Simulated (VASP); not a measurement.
# Tl (P6_3/mmc) in VASP: settings compared

The runs below take Tl through single point, with LDA, PBEsol, PBE.

All numbers are computed with VASP 6.6.1; they aren't measurements. Logs are shortened: lines on timing, memory, paths and dates and some standing lists are left out, and cuts for length are marked.

## (1) The cell of the first run

The structure is hexagonal, space group P6_3/mmc (No. 194). The conventional cell has a = 3.407 Å, b = 3.407 Å, c = 5.429 Å, α = 90.00°, β = 90.00°, γ = 120.00°. Tl (site symmetry -6m2) has 12 Tl at 3.35 to 3.41 Å within 4.4 Å.

## (2) Single point, LDA

INCAR reads:

```
SYSTEM = Tl
PREC = Accurate
ENCUT = 520
EDIFF = 1E-6
ISMEAR = 1
SIGMA = 0.1
LREAL = .FALSE.
LASPH = .TRUE.
NELM = 80
ALGO = Normal
ISIF = 2
LWAVE = .FALSE.
LCHARG = .FALSE.
GGA = CA
NBANDS = 20
```

KPOINTS reads:

```
Automatic mesh
0
G
  18 18 10
  0 0 0
```

POSCAR reads:

```
Tl
1.0
    3.4070116139      0.0000000000      0.0000000000
   -1.7035058070      2.9505586086      0.0000000000
    0.0000000000      0.0000000000      5.4290825915
Tl
2
Direct
    0.0000000000      0.0000000000      0.0000000000
    0.3333333333      0.6666666667      0.5000000000
```

Potentials or basis: VASP PAW LDA potentials, release 64 (Tl_d).

Run with:

```bash
$ cat potpaw_LDA.64/Tl_d/POTCAR > POTCAR
$ mpirun -np 1 vasp_std > vasp.out
```

OUTCAR:

```text
SYSTEM = Tl
   PREC = Accurate
   ENCUT = 520
   EDIFF = 1E-6
   ISMEAR = 1
   LREAL = .FALSE.
   LASPH = .TRUE.
   NELM = 80
   ISIF = 2
   GGA = CA

 ion  position               nearest neighbor table
   1  0.000  0.000  0.000-   2 3.35   2 3.35   2 3.35   2 3.35   2 3.35   2 3.35
   2  0.333  0.667  0.500-   1 3.35   1 3.35   1 3.35   1 3.35   1 3.35   1 3.35

  LATTYP: Found a hexagonal cell.
 ALAT       =     3.4070116139
 C/A-ratio  =     1.5935028132

  Lattice vectors:

 A1 = (   3.4070116139,   0.0000000000,   0.0000000000)
 A2 = (  -1.7035058070,   2.9505586086,   0.0000000000)
 A3 = (   0.0000000000,   0.0000000000,   5.4290825915)

Analysis of symmetry for initial positions (statically):
=====================================================================
 Subroutine PRICEL returns:
 Original cell was already a primitive cell.

 Routine SETGRP: Setting up the symmetry group for a
 hexagonal supercell.

 Subroutine GETGRP returns: Found 24 space group operations
 (whereof 12 operations were pure point group operations)
 out of a pool of 24 trial point group operations.

The static configuration has the point symmetry D_3h.
 The point group associated with its full space group is D_6h.

Analysis of symmetry for dynamics (positions and initial velocities):
=====================================================================
 Subroutine PRICEL returns:
 Original cell was already a primitive cell.

 Routine SETGRP: Setting up the symmetry group for a
 hexagonal supercell.

 Subroutine GETGRP returns: Found 24 space group operations
 (whereof 12 operations were pure point group operations)
 out of a pool of 24 trial point group operations.

The dynamic configuration has the point symmetry D_3h.
 The point group associated with its full space group is D_6h.

 Subroutine INISYM returns: Found 24 space group operations
 (whereof 12 operations are pure point group operations),
 and found     1 'primitive' translations

----------------------------------------------------------------------------------------

                                     Primitive cell

  volume of cell :      54.5763

  direct lattice vectors                    reciprocal lattice vectors
     3.407011614  0.000000000  0.000000000     0.293512354  0.169459437  0.000000000
    -1.703505807  2.950558609  0.000000000     0.000000000  0.338918874  0.000000000
     0.000000000  0.000000000  5.429082592     0.000000000  0.000000000  0.184193182

  length of vectors
     3.407011614  3.407011614  5.429082592     0.338918874  0.338918874  0.184193182

  position of ions in fractional coordinates (direct lattice)
     0.000000000  0.000000000  0.000000000
     0.333333333  0.666666667  0.500000000

  ion indices of the primitive-cell ions
   primitive index   ion index
                 1           1
                 2           2

----------------------------------------------------------------------------------------

 KPOINTS: Automatic mesh

Automatic generation of k-mesh.
 Grid dimensions read from file:
 generate k-points for:   18   18   10

 Generating k-lattice:

  Cartesian coordinates                     Fractional coordinates (reciprocal lattice)
     0.016306242  0.009414413  0.000000000     0.055555556  0.000000000  0.000000000
     0.000000000  0.018828826  0.000000000     0.000000000  0.055555556  0.000000000
     0.000000000  0.000000000  0.018419318     0.000000000  0.000000000  0.100000000

  Length of vectors
     0.018828826  0.018828826  0.018419318

  Shift w.r.t. Gamma in fractional coordinates (k-lattice)
     0.000000000  0.000000000  0.000000000

 Subroutine IBZKPT returns following result:
 ===========================================

 Found    222 irreducible k-points:

 Following reciprocal coordinates:
            Coordinates               Weight
  0.000000  0.000000  0.000000      1.000000
  0.055556  0.000000  0.000000      6.000000
  0.111111  0.000000  0.000000      6.000000
  0.166667  0.000000  0.000000      6.000000
  0.222222  0.000000  0.000000      6.000000
  0.277778  0.000000  0.000000      6.000000
[... 16 lines left out ...]
  0.333333  0.111111  0.000000     12.000000
  0.388889  0.111111  0.000000     12.000000
 [... further k-points ...]
   k-points           NKPTS =    222   k-points in BZ     NKDIM =    222   number of bands    NBANDS=     20
   number of dos      NEDOS =    301   number of ions     NIONS =      2
   total plane-waves  NPLWV =  31360
   dimension x,y,z NGX =    28 NGY =   28 NGZ =   40
   dimension x,y,z NGXF=    56 NGYF=   56 NGZF=   80
   ions per type =               2
   NGX,Y,Z   is equivalent  to a cutoff of  13.66, 13.66, 12.25 a.u.
   NGXF,Y,Z  is equivalent  to a cutoff of  27.33, 27.33, 24.50 a.u.
 SYSTEM =  Tl
   PREC   = accura    normal or accurate (medium, high low for compatibility)
   ISTART =      0    job   : 0-new  1-cont  2-samecut
   ICHARG =      2    charge: 1-file 2-atom 10-const
   ISPIN  =      1    spin polarized calculation?
   LNONCOLLINEAR =      F non collinear calculations
   LSORBIT =      F    spin-orbit coupling
   LASPH  =      T    aspherical Exc in radial PAW
   ENCUT  =  520.0 eV  38.22 Ry    6.18 a.u.   6.33  6.33 10.09*2*pi/ulx,y,z
   NELM   =     80;   NELMIN=  2; NELMDL= -5     # of ELM steps
   EDIFF  = 0.1E-05   stopping-criterion for ELM
   LREAL  =      F    real-space projection
[... 7 lines left out ...]
   TEBEG  =    0.0;   TEEND  =   0.0 temperature during run
   PSTRESS=    0.0 pullay stress
   NELECT =      26.0000    total number of electrons
   NUPDOWN=      -1.0000    fix difference up-down
   EMIN   =  10.00;   EMAX   =-10.00  energy-range for DOS
   EFERMI =   0.00;   METHOD = LEGACY
   ISMEAR =     1;   SIGMA  =   0.10  broadening in eV -4-tet -1-fermi 0-gaus
   EFERMI_NEDOS =   21; number of points for ismear=-14 and -15
   IALGO  =     38    algorithm
   IMIX   =      4    mixing-type and parameters
     AMIX     =   0.40;   BMIX     =  1.00
     AMIX_MAG =   1.60;   BMIX_MAG =  1.00
  volume/ion in A,a.u.               =      27.29       184.15
  Fermi-wavevector in a.u.,A,eV,Ry     =   1.278590  2.416184 22.242688  1.634791
  Thomas-Fermi vector in A             =   2.411124
   LORBIT       =      0    0 simple, 1 ext, 2 COOP (PROOUT), +10 PAW based schemes
   GGA     = CA    functional components
   LHFCALC =     F    Hartree Fock is set to
   AEXX    =    0.0000 exact exchange contribution
   IVDW    =     0    specifies the selected vdW correction
   LEPSILON=     F    determine dielectric tensor
   LRPA    =     F    only Hartree local field effects (RPA)
 non-spin polarized calculation
 Methfessel and Paxton  Order N= 1 SIGMA  =   0.10
  energy-cutoff  :      520.00
  volume of cell :       54.58
 maximum number of plane-waves:      1496
 NGX is ok and might be reduce to    28
   NGX = 13   NGY = 13   NGZ = 21

 number of electron      25.9999996 magnetization

 Free energy of the ion-electron system (eV)
  ---------------------------------------------------
  ext. energy  EPLUGINS =         0.00000000
  ---------------------------------------------------
  free energy    TOTEN  =        -5.86854644 eV

  energy without entropy =       -5.86826692  energy(sigma->0) =       -5.86845327

 E-fermi :   6.8031     XC(G=0): -10.7375

 val. band max:        6.7788725901   @ k =   0.2778   0.1111   0.0000
 cond. band min:       6.8133828876   @ k =   0.2778   0.1667   0.5000
 fundamental gap:      0.0345102975
 Fermi energy:         6.8030873305

 k-point     1 :       0.0000    0.0000    0.0000
  band No.  band energies     occupation
      1      -5.0763      2.00000
      2      -4.7893      2.00000
      3      -4.7744      2.00000
      4      -4.7744      2.00000
      5      -4.7117      2.00000
      6      -4.7117      2.00000
[... 12 lines left out ...]
     19      17.9044      0.00000
     20      18.1434      0.00000

 k-point     2 :       0.0556    0.0000    0.0000
  band No.  band energies     occupation
      1      -5.0631      2.00000
      2      -4.8140      2.00000
      3      -4.7593      2.00000
      4      -4.7472      2.00000
      5      -4.7131      2.00000
      6      -4.6978      2.00000
[... 12 lines left out ...]
     19      18.1473      0.00000
     20      18.2730      0.00000

 k-point     3 :       0.1111    0.0000    0.0000
  band No.  band energies     occupation
      1      -5.0323      2.00000
      2      -4.8412      2.00000
      3      -4.7252      2.00000
      4      -4.7157      2.00000
      5      -4.7004      2.00000
      6      -4.6770      2.00000
[... 12 lines left out ...]
     19      17.8862      0.00000
     20      18.8005      0.00000

 k-point     4 :       0.1667    0.0000    0.0000
  band No.  band energies     occupation
      1      -5.0151      2.00000
      2      -4.8478      2.00000
      3      -4.7359      2.00000
      4      -4.7212      2.00000
      5      -4.6976      2.00000
      6      -4.6483      2.00000
[... 12 lines left out ...]
     19      17.5548      0.00000
     20      18.9243      0.00000

 k-point     5 :       0.2222    0.0000    0.0000
  band No.  band energies     occupation
      1      -5.0380      2.00000
      2      -4.8391      2.00000
      3      -4.7811      2.00000
      4      -4.7307      2.00000
      5      -4.7296      2.00000
      6      -4.5809      2.00000
[... 12 lines left out ...]
     19      17.0942      0.00000
     20      18.2871      0.00000
[... 353 lines left out ...]
      6      -4.5360      2.00000
[... 12 lines left out ...]
     19      16.6270      0.00000
     20      17.3266      0.00000

 k-point    22 :       0.2778    0.1111    0.0000
  band No.  band energies     occupation
      1      -5.0650      2.00000
      2      -4.9381      2.00000
      3      -4.8672      2.00000
      4      -4.7934      2.00000
      5      -4.6438      2.00000
      6      -4.5329      2.00000
[... 12 lines left out ...]
     19      16.2158      0.00000
     20      17.1114      0.00000

 k-point    23 :       0.3333    0.1111    0.0000
  band No.  band energies     occupation
      1      -5.1009      2.00000
      2      -4.9932      2.00000
      3      -4.8778      2.00000
      4      -4.8073      2.00000
      5      -4.6028      2.00000
      6      -4.5654      2.00000
[... 12 lines left out ...]
     19      15.9287      0.00000
     20      16.9485      0.00000

 k-point    24 :       0.3889    0.1111    0.0000
  band No.  band energies     occupation
      1      -5.1244      2.00000
      2      -5.0291      2.00000
      3      -4.8890      2.00000
      4      -4.8154      2.00000
      5      -4.5864      2.00000
      6      -4.5732      2.00000
[... 12 lines left out ...]
     19      15.7577      0.00000
     20      16.8490      0.00000

 [... further k-points ...]

------------------------ aborting loop because EDIFF is reached ----------------------------------------

  FORCE on cell =-STRESS in cart. coord.  units (eV):
  Direction    XX          YY          ZZ          XY          YZ          ZX
  --------------------------------------------------------------------------------------
  -------------------------------------------------------------------------------------
  Total        0.0280170      0.0280170      0.0495473     -0.0000000     -0.0000000      0.0000000
  in kB        0.8224849      0.8224849      1.4545406     -0.0000000     -0.0000000      0.0000000
  external PRESSURE =       1.0331701 kB  Pullay stress =       0.0000000 kB

 VOLUME and BASIS-vectors are now :
 -----------------------------------------------------------------------------
  energy-cutoff  :      520.00
  volume of cell :       54.58
      direct lattice vectors                 reciprocal lattice vectors
     3.407011614  0.000000000  0.000000000     0.293512354  0.169459437  0.000000000
    -1.703505807  2.950558609  0.000000000     0.000000000  0.338918874  0.000000000
     0.000000000  0.000000000  5.429082592     0.000000000  0.000000000  0.184193182

 POSITION                                       TOTAL-FORCE (eV/Angst)
 -----------------------------------------------------------------------------------
      0.00000      0.00000      0.00000        -0.000000      0.000000      0.000000
     -0.00000      1.96704      2.71454         0.000000      0.000000      0.000000
 -----------------------------------------------------------------------------------
    total drift:                               -0.000000      0.000000     -0.000000

  FREE ENERGIE OF THE ION-ELECTRON SYSTEM (eV)
  ---------------------------------------------------
  free  energy   TOTEN  =        -5.8685464437 eV

  energy  without entropy=       -5.8682669208  energy(sigma->0) =       -5.86845327
```

Run time: 52 s. Hardware: 1 thread of Intel Xeon 6975P-C (Granite Rapids), shared host; peak memory 0.3 GiB.

What came out:

* Free energy: -5.8685 eV
* Pressure: 0.1 GPa
* Band gap on the k mesh: zero (bands 13 and 14 overlap by 6.16 eV)

Caveat: spin-orbit coupling is left out, which moves the levels of the heavy elements.

## (3) Single point, PBEsol

This run uses another cell than the first one, of 28.60 Å³/atom.

INCAR reads:

```
PREC = Accurate
ENCUT = 520
EDIFF = 1E-6
ISMEAR = 1
SIGMA = 0.1
LREAL = F
LASPH = T
NELM = 100
ALGO = Normal
ISIF = 2
LWAVE = F
LCHARG = F
GGA = PS
NBANDS = 20
```

KPOINTS reads:

```
regular mesh
0
Gamma
  18 18 10
```

POSCAR reads:

```
Tl
1.0
    3.4617901982      0.0000000000      0.0000000000
   -1.7308950991      2.9979982542      0.0000000000
    0.0000000000      0.0000000000      5.5118891272
Tl
2
Direct
    0.0000000000      0.0000000000      0.0000000000
    0.3333333333      0.6666666667      0.5000000000
```

Potentials or basis: VASP PAW PBE potentials, release 64 (Tl_d).

Run with:

```bash
$ cat potpaw_PBE.64/Tl_d/POTCAR > POTCAR
$ mpirun -np 1 vasp_std > vasp.out
```

OUTCAR:

```text
PREC = Accurate
   ENCUT = 520
   EDIFF = 1E-6
   ISMEAR = 1
   LREAL = F
   LASPH = T
   NELM = 100
   ISIF = 2
   GGA = PS

 ion  position               nearest neighbor table
   1  0.000  0.000  0.000-   2 3.40   2 3.40   2 3.40   2 3.40   2 3.40   2 3.40
   2  0.333  0.667  0.500-   1 3.40   1 3.40   1 3.40   1 3.40   1 3.40   1 3.40

  LATTYP: Found a hexagonal cell.
 ALAT       =     3.4617901982
 C/A-ratio  =     1.5922077340

  Lattice vectors:

 A1 = (   3.4617901982,   0.0000000000,   0.0000000000)
 A2 = (  -1.7308950991,   2.9979982542,   0.0000000000)
 A3 = (   0.0000000000,   0.0000000000,   5.5118891272)

Analysis of symmetry for initial positions (statically):
=====================================================================
 Subroutine PRICEL returns:
 Original cell was already a primitive cell.

 Routine SETGRP: Setting up the symmetry group for a
 hexagonal supercell.

 Subroutine GETGRP returns: Found 24 space group operations
 (whereof 12 operations were pure point group operations)
 out of a pool of 24 trial point group operations.

The static configuration has the point symmetry D_3h.
 The point group associated with its full space group is D_6h.

Analysis of symmetry for dynamics (positions and initial velocities):
=====================================================================
 Subroutine PRICEL returns:
 Original cell was already a primitive cell.

 Routine SETGRP: Setting up the symmetry group for a
 hexagonal supercell.

 Subroutine GETGRP returns: Found 24 space group operations
 (whereof 12 operations were pure point group operations)
 out of a pool of 24 trial point group operations.

The dynamic configuration has the point symmetry D_3h.
 The point group associated with its full space group is D_6h.

[... 110 lines left out ...]
   NUPDOWN=      -1.0000    fix difference up-down
   EMIN   =  10.00;   EMAX   =-10.00  energy-range for DOS
   EFERMI =   0.00;   METHOD = LEGACY
   ISMEAR =     1;   SIGMA  =   0.10  broadening in eV -4-tet -1-fermi 0-gaus
   EFERMI_NEDOS =   21; number of points for ismear=-14 and -15
   IALGO  =     38    algorithm
   IMIX   =      4    mixing-type and parameters
     AMIX     =   0.40;   BMIX     =  1.00
     AMIX_MAG =   1.60;   BMIX_MAG =  1.00
  volume/ion in A,a.u.               =      28.60       193.02
  Fermi-wavevector in a.u.,A,eV,Ry     =   1.258699  2.378595 21.556012  1.584322
  Thomas-Fermi vector in A             =   2.392295
   LORBIT       =      0    0 simple, 1 ext, 2 COOP (PROOUT), +10 PAW based schemes
   GGA     = PS    functional components
   LHFCALC =     F    Hartree Fock is set to
   AEXX    =    0.0000 exact exchange contribution
   IVDW    =     0    specifies the selected vdW correction
   LEPSILON=     F    determine dielectric tensor
   LRPA    =     F    only Hartree local field effects (RPA)
 non-spin polarized calculation
 Methfessel and Paxton  Order N= 1 SIGMA  =   0.10
  energy-cutoff  :      520.00
  volume of cell :       57.20
 maximum number of plane-waves:      1570
 NGX is ok and might be reduce to    28
   NGX = 13   NGY = 13   NGZ = 21

 number of electron      26.0000001 magnetization

 Free energy of the ion-electron system (eV)
  ---------------------------------------------------
  ext. energy  EPLUGINS =         0.00000000
  ---------------------------------------------------
  free energy    TOTEN  =        -5.26282041 eV

  energy without entropy =       -5.26264364  energy(sigma->0) =       -5.26276148

 E-fermi :   6.3776     XC(G=0): -10.3650

 val. band max:        6.3728555339   @ k =   0.3333   0.0556   0.0000
 cond. band min:       6.3800141567   @ k =   0.2222   0.1111   0.2000
 fundamental gap:      0.0071586228
 Fermi energy:         6.3776415735

 k-point     1 :       0.0000    0.0000    0.0000
  band No.  band energies     occupation
      1      -5.3629      2.00000
      2      -5.1227      2.00000
      3      -5.1108      2.00000
      4      -5.1108      2.00000
      5      -5.0559      2.00000
      6      -5.0559      2.00000
[... 541 lines left out ...]
     19      15.1364      0.00000
     20      16.0816      0.00000

 [... further k-points ...]

------------------------ aborting loop because EDIFF is reached ----------------------------------------

  FORCE on cell =-STRESS in cart. coord.  units (eV):
  Direction    XX          YY          ZZ          XY          YZ          ZX
  --------------------------------------------------------------------------------------
  -------------------------------------------------------------------------------------
  Total       -0.0125786     -0.0125786     -0.0414651      0.0000000      0.0000000      0.0000000
  in kB       -0.3522973     -0.3522973     -1.1613444      0.0000000      0.0000000      0.0000000
  external PRESSURE =      -0.6219797 kB  Pullay stress =       0.0000000 kB

 VOLUME and BASIS-vectors are now :
 -----------------------------------------------------------------------------
  energy-cutoff  :      520.00
  volume of cell :       57.20
      direct lattice vectors                 reciprocal lattice vectors
     3.461790198  0.000000000  0.000000000     0.288867881  0.166777949  0.000000000
    -1.730895099  2.997998254  0.000000000     0.000000000  0.333555898  0.000000000
     0.000000000  0.000000000  5.511889127     0.000000000  0.000000000  0.181426001

 POSITION                                       TOTAL-FORCE (eV/Angst)
 -----------------------------------------------------------------------------------
      0.00000      0.00000      0.00000         0.000000     -0.000000      0.000000
     -0.00000      1.99867      2.75594        -0.000000      0.000000      0.000000
 -----------------------------------------------------------------------------------
    total drift:                                0.000000     -0.000000     -0.000000

  FREE ENERGIE OF THE ION-ELECTRON SYSTEM (eV)
  ---------------------------------------------------
  free  energy   TOTEN  =        -5.2628204051 eV

  energy  without entropy=       -5.2626436395  energy(sigma->0) =       -5.26276148
```

Run time: 63 s. Hardware: 1 thread of Intel Xeon 6975P-C (Granite Rapids), shared host; peak memory 0.32 GiB.

Results:

```
Free energy            : -5.2628 eV
Pressure               : -0.1 GPa
Band gap on the k mesh : zero (bands 13 and 14 overlap by 5.84 eV)
```

Stress tensor (GPa, compression positive):
```
-0.04  0.00  0.00
 0.00 -0.04  0.00
 0.00  0.00 -0.12
```

Levels at points of the mesh, in eV from the Fermi level:
```tsv
k point	band 10	band 11	band 12	band 13	band 14	band 15	band 16	band 17
(0.00, 0.00, 0.00)	-11.03	-10.06	-5.07	-2.85	7.92	7.92	10.01	10.01
(0.50, 0.00, 0.00)	-10.97	-5.80	-4.72	-0.69	0.52	1.33	3.79	3.83
(0.00, 0.00, 0.50)	-11.14	-8.62	-8.62	3.40	3.40	8.91	8.91	8.91
(0.50, 0.00, 0.50)	-11.00	-4.73	-4.73	-2.30	-2.30	5.52	5.52	6.17
```

Caveat: the PAW data sets were made with another functional, which shifts forces and pressure a little; spin-orbit coupling is left out, which moves the levels of the heavy elements.

[end of part 1 of 2]
